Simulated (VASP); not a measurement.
# BP (P6_3/mmc) in VASP: further runs

Aim: see how the results for BP move with the level of theory and the settings. Levels: PBE, r2SCAN. Tasks: single point, relaxation of cell and atoms.

Everything below comes from runs of VASP 6.6.1. Logs are shortened: lines on timing, memory, paths and dates and some standing lists are left out, and cuts for length are marked.

## (1) The cell of the first run

It takes space group P6_3/mmc (No. 194, hexagonal). The conventional cell has a = 3.080 Å, b = 3.080 Å, c = 5.015 Å, α = 90.00°, β = 90.00°, γ = 120.00°. Within 2.9 Å of B (site symmetry -3m) lie 6 P at 2.18 Å and 2 B at 2.51 Å. P (site symmetry -6m2) has 6 B at 2.18 Å within 2.9 Å.

## (2) Single point, PBE

File INCAR:

```
PREC = Accurate
ENCUT = 520
EDIFF = 1E-6
ISMEAR = -1
SIGMA = 0.02
LREAL = False
LASPH = True
NELM = 60
ALGO = Normal
ISIF = 2
LWAVE = False
LCHARG = False
GGA = PE
NBANDS = 16
```

File KPOINTS:

```
Automatic mesh
0
Gamma
  12 12 6
```

File POSCAR:

```
BP
1.0
    3.0799086894      0.0000000000      0.0000000000
   -1.5399543447      2.6672791664      0.0000000000
    0.0000000000      0.0000000000      5.0145727567
B P
2 2
Direct
    0.0000000000      0.0000000000      0.0000000000
    0.0000000000      0.0000000000      0.5000000000
    0.3333333333      0.6666666667      0.2500000000
    0.6666666667      0.3333333333      0.7500000000
```

Potentials or basis: VASP PAW PBE potentials, release 64 (B, P).

Started as:

```sh
> cat potpaw_PBE.64/B/POTCAR potpaw_PBE.64/P/POTCAR > POTCAR
> mpirun -np 1 vasp_std > vasp.out
```

OUTCAR:

```text
PREC = Accurate
   ENCUT = 520
   EDIFF = 1E-6
   ISMEAR = -1
   LREAL = False
   LASPH = True
   NELM = 60
   ISIF = 2
   GGA = PE

 ion  position               nearest neighbor table
   1  0.000  0.000  0.000-   3 2.18   4 2.18   4 2.18   3 2.18   4 2.18   3 2.18
   2  0.000  0.000  0.500-   3 2.18   4 2.18   4 2.18   3 2.18   4 2.18   3 2.18
   3  0.333  0.667  0.250-   1 2.18   2 2.18   1 2.18   2 2.18   1 2.18   2 2.18
   4  0.667  0.333  0.750-   1 2.18   2 2.18   1 2.18   2 2.18   1 2.18   2 2.18

  LATTYP: Found a hexagonal cell.
 ALAT       =     3.0799086894
 C/A-ratio  =     1.6281563067

  Lattice vectors:

 A1 = (   3.0799086894,   0.0000000000,   0.0000000000)
 A2 = (  -1.5399543447,   2.6672791664,   0.0000000000)
 A3 = (   0.0000000000,   0.0000000000,   5.0145727567)

Analysis of symmetry for initial positions (statically):
=====================================================================
 Subroutine PRICEL returns:
 Original cell was already a primitive cell.

 Routine SETGRP: Setting up the symmetry group for a
 hexagonal supercell.

 Subroutine GETGRP returns: Found 24 space group operations
 (whereof 12 operations were pure point group operations)
 out of a pool of 24 trial point group operations.

The static configuration has the point symmetry D_3d.
 The point group associated with its full space group is D_6h.

Analysis of symmetry for dynamics (positions and initial velocities):
=====================================================================
 Subroutine PRICEL returns:
 Original cell was already a primitive cell.

 Routine SETGRP: Setting up the symmetry group for a
 hexagonal supercell.

 Subroutine GETGRP returns: Found 24 space group operations
 (whereof 12 operations were pure point group operations)
 out of a pool of 24 trial point group operations.

The dynamic configuration has the point symmetry D_3d.
 The point group associated with its full space group is D_6h.

 Subroutine INISYM returns: Found 24 space group operations
 (whereof 12 operations are pure point group operations),
 and found     1 'primitive' translations

----------------------------------------------------------------------------------------

                                     Primitive cell

  volume of cell :      41.1946

  direct lattice vectors                    reciprocal lattice vectors
     3.079908689  0.000000000  0.000000000     0.324684950  0.187456944  0.000000000
    -1.539954345  2.667279166  0.000000000     0.000000000  0.374913887  0.000000000
     0.000000000  0.000000000  5.014572757     0.000000000  0.000000000  0.199418784

  length of vectors
     3.079908689  3.079908689  5.014572757     0.374913887  0.374913887  0.199418784

  position of ions in fractional coordinates (direct lattice)
     0.000000000  0.000000000  0.000000000
     0.000000000  0.000000000  0.500000000
     0.333333333  0.666666667  0.250000000
     0.666666667  0.333333333  0.750000000

  ion indices of the primitive-cell ions
   primitive index   ion index
                 1           1
                 2           2
                 3           3
                 4           4

----------------------------------------------------------------------------------------

 KPOINTS: Automatic mesh

Automatic generation of k-mesh.
 Grid dimensions read from file:
 generate k-points for:   12   12    6

 Generating k-lattice:

  Cartesian coordinates                     Fractional coordinates (reciprocal lattice)
     0.027057079  0.015621412  0.000000000     0.083333333  0.000000000  0.000000000
     0.000000000  0.031242824  0.000000000     0.000000000  0.083333333  0.000000000
     0.000000000  0.000000000  0.033236464     0.000000000  0.000000000  0.166666667

  Length of vectors
     0.031242824  0.031242824  0.033236464

  Shift w.r.t. Gamma in fractional coordinates (k-lattice)
     0.000000000  0.000000000  0.000000000

 Subroutine IBZKPT returns following result:
 ===========================================

 Found     76 irreducible k-points:

 Following reciprocal coordinates:
            Coordinates               Weight
  0.000000  0.000000  0.000000      1.000000
  0.083333  0.000000  0.000000      6.000000
  0.166667 -0.000000  0.000000      6.000000
  0.250000 -0.000000  0.000000      6.000000
  0.333333 -0.000000  0.000000      6.000000
  0.416667  0.000000  0.000000      6.000000
[... 16 lines left out ...]
  0.250000 -0.000000  0.166667     12.000000
  0.333333 -0.000000  0.166667     12.000000
 [... further k-points ...]
   k-points           NKPTS =     76   k-points in BZ     NKDIM =     76   number of bands    NBANDS=     16
   number of dos      NEDOS =    301   number of ions     NIONS =      4
   total plane-waves  NPLWV =  23040
   dimension x,y,z NGX =    24 NGY =   24 NGZ =   40
   dimension x,y,z NGXF=    48 NGYF=   48 NGZF=   80
   ions per type =               2   2
   NGX,Y,Z   is equivalent  to a cutoff of  12.95, 12.95, 13.26 a.u.
   NGXF,Y,Z  is equivalent  to a cutoff of  25.91, 25.91, 26.52 a.u.
 SYSTEM =  unknown system
   PREC   = accura    normal or accurate (medium, high low for compatibility)
   ISTART =      0    job   : 0-new  1-cont  2-samecut
   ICHARG =      2    charge: 1-file 2-atom 10-const
   ISPIN  =      1    spin polarized calculation?
   LNONCOLLINEAR =      F non collinear calculations
   LSORBIT =      F    spin-orbit coupling
   LASPH  =      T    aspherical Exc in radial PAW
   ENCUT  =  520.0 eV  38.22 Ry    6.18 a.u.   5.73  5.73  9.32*2*pi/ulx,y,z
   NELM   =     60;   NELMIN=  2; NELMDL= -5     # of ELM steps
   EDIFF  = 0.1E-05   stopping-criterion for ELM
   LREAL  =      F    real-space projection
   EDIFFG = 0.1E-04   stopping-criterion for IOM
   NSW    =      0    number of steps for IOM
   IBRION =     -1    ionic relax: 0-MD 1-quasi-New 2-CG
   NFREE  =      0    steps in history (QN), initial steepest desc. (CG)
   ISIF   =      2    stress and relaxation
   ISYM   =      2    0-nonsym 1-usesym 2-fastsym
   POTIM  = 0.5000    time-step for ionic-motion
   TEBEG  =    0.0;   TEEND  =   0.0 temperature during run
   PSTRESS=    0.0 pullay stress
   NELECT =      16.0000    total number of electrons
   NUPDOWN=      -1.0000    fix difference up-down
   EMIN   =  10.00;   EMAX   =-10.00  energy-range for DOS
   EFERMI =   0.00;   METHOD = LEGACY
   ISMEAR =    -1;   SIGMA  =   0.02  broadening in eV -4-tet -1-fermi 0-gaus
   EFERMI_NEDOS =   21; number of points for ismear=-14 and -15
   IALGO  =     38    algorithm
   IMIX   =      4    mixing-type and parameters
     AMIX     =   0.40;   BMIX     =  1.00
     AMIX_MAG =   1.60;   BMIX_MAG =  1.00
  volume/ion in A,a.u.               =      10.30        69.50
  Fermi-wavevector in a.u.,A,eV,Ry     =   1.194450  2.257184 19.411588  1.426711
  Thomas-Fermi vector in A             =   2.330440
   LORBIT       =      0    0 simple, 1 ext, 2 COOP (PROOUT), +10 PAW based schemes
   GGA     = PE    functional components
   LHFCALC =     F    Hartree Fock is set to
   AEXX    =    0.0000 exact exchange contribution
   IVDW    =     0    specifies the selected vdW correction
   LEPSILON=     F    determine dielectric tensor
   LRPA    =     F    only Hartree local field effects (RPA)
 non-spin polarized calculation
  energy-cutoff  :      520.00
  volume of cell :       41.19
 maximum number of plane-waves:      1126
 NGX is ok and might be reduce to    24
   NGX = 11   NGY = 11   NGZ = 19

 number of electron      15.9999997 magnetization

 Free energy of the ion-electron system (eV)
  ---------------------------------------------------
  ext. energy  EPLUGINS =         0.00000000
  ---------------------------------------------------
  free energy    TOTEN  =       -21.07997042 eV

  energy without entropy =      -21.07711585  energy(sigma->0) =      -21.07854314

 E-fermi :   9.6794     XC(G=0): -11.8281

 val. band max:        9.6661123499   @ k =   0.3333   0.0833   0.0000
 cond. band min:       9.6828736743   @ k =   0.0833   0.0000   0.1667
 fundamental gap:      0.0167613244
 Fermi energy:         9.6794177753

 k-point     1 :       0.0000    0.0000    0.0000
  band No.  band energies     occupation
      1      -7.2880      2.00000
      2      -2.9707      2.00000
      3      -0.9491      2.00000
      4       8.2928      2.00000
      5       8.2928      2.00000
      6      10.0966      0.00000
[... 8 lines left out ...]
     15      17.0901      0.00000
     16      18.3234      0.00000

 k-point     2 :       0.0833    0.0000    0.0000
  band No.  band energies     occupation
      1      -7.1590      2.00000
      2      -2.8464      2.00000
      3      -0.8296      2.00000
      4       7.2633      2.00000
      5       7.8229      2.00000
      6       9.9336      0.00001
[... 8 lines left out ...]
     15      17.2813      0.00000
     16      17.4346      0.00000

 k-point     3 :       0.1667   -0.0000    0.0000
  band No.  band energies     occupation
      1      -6.7728      2.00000
      2      -2.4800      2.00000
      3      -0.4716      2.00000
      4       5.2789      2.00000
      5       6.9946      2.00000
      6       8.5650      2.00000
[... 8 lines left out ...]
     15      16.4491      0.00000
     16      17.9275      0.00000

 k-point     4 :       0.2500   -0.0000    0.0000
  band No.  band energies     occupation
      1      -6.1327      2.00000
      2      -1.9021      2.00000
      3       0.1228      2.00000
      4       3.2171      2.00000
      5       6.2381      2.00000
      6       6.9114      2.00000
[... 8 lines left out ...]
     15      17.1286      0.00000
     16      19.3106      0.00000
[... 324 lines left out ...]
 k-point    22 :       0.1667   -0.0000    0.1667
  band No.  band energies     occupation
      1      -6.6281      2.00000
      2      -3.3265      2.00000
      3       0.6305      2.00000
      4       5.4115      2.00000
      5       7.1327      2.00000
      6       8.0197      2.00000
[... 8 lines left out ...]
     15      16.4447      0.00000
     16      18.4996      0.00000

 k-point    23 :       0.2500   -0.0000    0.1667
  band No.  band energies     occupation
      1      -5.9890      2.00000
      2      -2.7238      2.00000
      3       1.1668      2.00000
      4       3.3809      2.00000
      5       6.1786      2.00000
      6       6.3806      2.00000
[... 8 lines left out ...]
     15      17.4055      0.00000
     16      19.7711      0.00000

 k-point    24 :       0.3333   -0.0000    0.1667
  band No.  band energies     occupation
      1      -5.1044      2.00000
      2      -1.9614      2.00000
      3       1.1390      2.00000
      4       2.3250      2.00000
      5       4.3441      2.00000
      6       5.8098      2.00000
[... 8 lines left out ...]
     15      18.3053      0.00000
     16      20.9548      0.00000

 [... further k-points ...]

------------------------ aborting loop because EDIFF is reached ----------------------------------------

  FORCE on cell =-STRESS in cart. coord.  units (eV):
  Direction    XX          YY          ZZ          XY          YZ          ZX
  --------------------------------------------------------------------------------------
  -------------------------------------------------------------------------------------
  Total       -0.0767263     -0.0767263      0.5861171      0.0000000      0.0000000      0.0000000
  in kB       -2.9841066     -2.9841066     22.7957926      0.0000000      0.0000000      0.0000000
  external PRESSURE =       5.6091931 kB  Pullay stress =       0.0000000 kB

 VOLUME and BASIS-vectors are now :
 -----------------------------------------------------------------------------
  energy-cutoff  :      520.00
  volume of cell :       41.19
      direct lattice vectors                 reciprocal lattice vectors
     3.079908689  0.000000000  0.000000000     0.324684950  0.187456944  0.000000000
    -1.539954345  2.667279166  0.000000000     0.000000000  0.374913887  0.000000000
     0.000000000  0.000000000  5.014572757     0.000000000  0.000000000  0.199418784

 POSITION                                       TOTAL-FORCE (eV/Angst)
 -----------------------------------------------------------------------------------
      0.00000      0.00000      0.00000         0.000000      0.000000     -0.000000
      0.00000      0.00000      2.50729         0.000000      0.000000     -0.000000
     -0.00000      1.77819      1.25364         0.000000     -0.000000      0.000000
      1.53995      0.88909      3.76093        -0.000000      0.000000      0.000000
 -----------------------------------------------------------------------------------
    total drift:                               -0.000000      0.000000      0.000000

  FREE ENERGIE OF THE ION-ELECTRON SYSTEM (eV)
  ---------------------------------------------------
  free  energy   TOTEN  =       -21.0799704154 eV

  energy  without entropy=      -21.0771158548  energy(sigma->0) =      -21.07854314
```

Wall time 19 s (1 thread of AMD EPYC 9R45 (Zen 5), shared host); peak memory 0.15 GiB.

What came out:

```
Free energy            : -21.0800 eV
Pressure               : 0.6 GPa
Band gap on the k mesh : zero (band 8 reaches 11.08 eV, above the bottom of band 9 at 5.30 eV)
```

Levels at points of the mesh, in eV from the Fermi level:
```tsv
k point	band 6	band 7	band 8	band 9	band 10	band 11
(0.00, 0.00, 0.00)	0.42	0.87	0.87	2.75	2.75	4.20
(0.50, 0.00, 0.00)	-5.93	-4.49	0.50	0.77	0.87	2.74
(0.00, 0.00, 0.50)	-0.37	-0.37	-0.37	3.46	3.46	3.46
(0.50, 0.00, 0.50)	-3.18	-2.18	-2.18	-0.40	-0.40	2.77
```

## (3) Single point, PBE

This run uses another cell than the first one, of 10.34 Å³/atom, 1.004 times its volume.

File INCAR:

```
ALGO = Normal
EDIFF = 1E-6
ENCUT = 520
GGA = PE
ISIF = 2
ISMEAR = -1
LASPH = True
LCHARG = True
LELF = True
LREAL = False
LVHAR = True
LWAVE = False
NBANDS = 16
NELM = 80
PREC = Accurate
SIGMA = 0.02
```

File KPOINTS:

```
k-points
0
Gamma
  12 12 6
```

File POSCAR:

```
BP
1.0
    3.0663174984      0.0000000000      0.0000000000
   -1.5331587492      2.6555088497      0.0000000000
    0.0000000000      0.0000000000      5.0775047633
B P
2 2
Direct
    0.0000000000      0.0000000000      0.0000000000
    0.0000000000      0.0000000000      0.5000000000
    0.3333333333      0.6666666667      0.2500000000
    0.6666666667      0.3333333333      0.7500000000
```

Potentials or basis: VASP PAW PBE potentials, release 64 (B, P).

Started as:

```sh
> cat potpaw_PBE.64/B/POTCAR potpaw_PBE.64/P/POTCAR > POTCAR
> mpirun -np 1 vasp_std > vasp.out
```

OUTCAR:

```text
EDIFF = 1E-6
   ENCUT = 520
   GGA = PE
   ISIF = 2
   ISMEAR = -1
   LASPH = True
   LREAL = False
   NELM = 80
   PREC = Accurate

 ion  position               nearest neighbor table
   1  0.000  0.000  0.000-   3 2.18   4 2.18   4 2.18   3 2.18   4 2.18   3 2.18
   2  0.000  0.000  0.500-   3 2.18   4 2.18   4 2.18   3 2.18   4 2.18   3 2.18
   3  0.333  0.667  0.250-   1 2.18   2 2.18   1 2.18   2 2.18   1 2.18   2 2.18
   4  0.667  0.333  0.750-   1 2.18   2 2.18   1 2.18   2 2.18   1 2.18   2 2.18

  LATTYP: Found a hexagonal cell.
[... 650 lines left out ...]
     16      20.8981      0.00000

 [... further k-points ...]
[... 5 lines left out ...]
  --------------------------------------------------------------------------------------
  -------------------------------------------------------------------------------------
  Total       -0.0564725     -0.0564725     -0.0649311      0.0000000     -0.0000000      0.0000000
  in kB       -2.1884270     -2.1884270     -2.5162175      0.0000000     -0.0000000      0.0000000
  external PRESSURE =      -2.2976905 kB  Pullay stress =       0.0000000 kB

 VOLUME and BASIS-vectors are now :
 -----------------------------------------------------------------------------
  energy-cutoff  :      520.00
  volume of cell :       41.34
      direct lattice vectors                 reciprocal lattice vectors
     3.066317498  0.000000000  0.000000000     0.326124089  0.188287830  0.000000000
    -1.533158749  2.655508850  0.000000000     0.000000000  0.376575661  0.000000000
     0.000000000  0.000000000  5.077504763     0.000000000  0.000000000  0.196947132

 POSITION                                       TOTAL-FORCE (eV/Angst)
 -----------------------------------------------------------------------------------
      0.00000      0.00000      0.00000         0.000000      0.000000      0.000000
      0.00000      0.00000      2.53875         0.000000      0.000000      0.000000
     -0.00000      1.77034      1.26938         0.000000     -0.000000      0.000000
      1.53316      0.88517      3.80813        -0.000000      0.000000     -0.000000
 -----------------------------------------------------------------------------------
    total drift:                               -0.000000      0.000000      0.000000

  FREE ENERGIE OF THE ION-ELECTRON SYSTEM (eV)
  ---------------------------------------------------
  free  energy   TOTEN  =       -21.0856807957 eV

  energy  without entropy=      -21.0834351120  energy(sigma->0) =      -21.08455795
```

Wall time 22 s (1 thread of AMD EPYC 9R45 (Zen 5), shared host); peak memory 0.15 GiB.

Results:

- Free energy: -21.0857 eV
- Pressure: -0.2 GPa
- Band gap on the k mesh: zero (band 8 reaches 11.01 eV, above the bottom of band 9 at 5.21 eV)

(Part 1 of 2 ends here.)
